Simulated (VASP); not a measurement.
Write the native input for VASP 6.6.1 that does the following.

```
Task                   : single point
Functional             : PBEsol
Potentials or basis    : VASP PAW PBE potentials, release 64 (Al)
Cutoff                 : 520 eV
k mesh                 : 16 × 16 × 16
Occupations            : gaussian, width 0.1 eV
Spin                   : no spin polarisation
Dipole correction      : no
Further INCAR settings : ALGO = Normal; EDIFF = 1e-06; NBANDS = 8
```

The structure of Al lies in POSCAR:

```
Al
1.0
   -1.5524406905      1.5659024006      1.5431161490
    1.5524406905     -1.5889114229      1.5661251713
    1.5524406905      1.5889114229     -1.5661251713
Al
1
Direct
    0.0000000000      0.0000000000      0.0000000000
```

This cell differs from its parent crystal: strained.

The input as run:

INCAR

```
ALGO = Normal
EDIFF = 1E-6
ENCUT = 520
GGA = PS
ISIF = 2
ISMEAR = 0
LASPH = True
LCHARG = False
LREAL = False
LWAVE = False
NBANDS = 8
NELM = 100
PREC = Accurate
SIGMA = 0.1
```

KPOINTS

```
k-points
0
Gamma
  16 16 16
```

Potentials or basis: VASP PAW PBE potentials, release 64 (Al).

Launch:

```sh
$ cat potpaw_PBE.64/Al/POTCAR > POTCAR
$ mpirun -np 1 vasp_std > vasp.out
```

It gave:

The pressure is 7.4 GPa and the band gap on the k mesh is zero (an odd number of electrons rules out a gap without spin polarisation).

Caveat: the cell differs from its parent crystal (strained); the cell stands under pressure; the PAW data sets were made with another functional, which shifts forces and pressure a little.

Run time: 50 s on 1 thread of AMD EPYC 7R13 Processor (Zen 3), on a shared host, peak memory 0.18 GiB.
